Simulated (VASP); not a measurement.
Here is a VASP 6.6.1 calculation.

INCAR

```
ALGO     = Normal         # electronic algorithm
EDIFF    = 1E-6           # SCF threshold, eV
ENCUT    = 520            # plane-wave cutoff, eV
GGA      = PE             # functional
ISIF     = 2              # what is computed and relaxed
ISMEAR   = 0              # smearing method
LASPH    = T              # aspherical terms in the spheres
LCHARG   = T              # write CHGCAR
LELF     = T              # ELF
LREAL    = F              # projectors in reciprocal space
LVHAR    = T            
LWAVE    = F              # write WAVECAR
NBANDS   = 33             # bands
NELM     = 100            # most SCF steps
PREC     = Accurate       # precision mode
SIGMA    = 0.1            # smearing width, eV
```

The input KPOINTS:

```
k-points
0
Gamma
  4 4 6
```

File POSCAR:

```
Hf2C
1.0
    5.2147899580      0.0000000000      0.0000000000
    0.0000000000      5.3735736266      0.0000000000
    0.0000000000      0.0000000000      3.5099547794
Hf C
4 2
Direct
    0.2250000000      0.8250000000      0.5000000000
    0.7250000000      0.6750000000      0.0000000000
    0.7750000000      0.1750000000      0.5000000000
    0.2750000000      0.3250000000      0.0000000000
    0.5000000000      0.5000000000      0.5000000000
    0.0000000000      0.0000000000      0.0000000000
```

Potentials or basis: VASP PAW PBE potentials, release 64 (Hf_pv, C).

Command:

```bash
$ cat potpaw_PBE.64/Hf_pv/POTCAR potpaw_PBE.64/C/POTCAR > POTCAR
$ mpirun -np 1 vasp_std > vasp.out
```

Q: Estimate the largest force.

A: 0.476 eV/Å.

Q: Estimate the pressure.

A: -0.3 GPa.

Q: Predict the band gap on the k mesh.

A: Zero (bands 24 and 25 overlap by 1.55 eV).

Stress tensor (GPa, compression positive):
```
  5.85   0.00   0.00
  0.00   4.68   0.00
  0.00   0.00 -11.39
```

Caveat: spin-orbit coupling is left out, which moves the levels of the heavy elements.
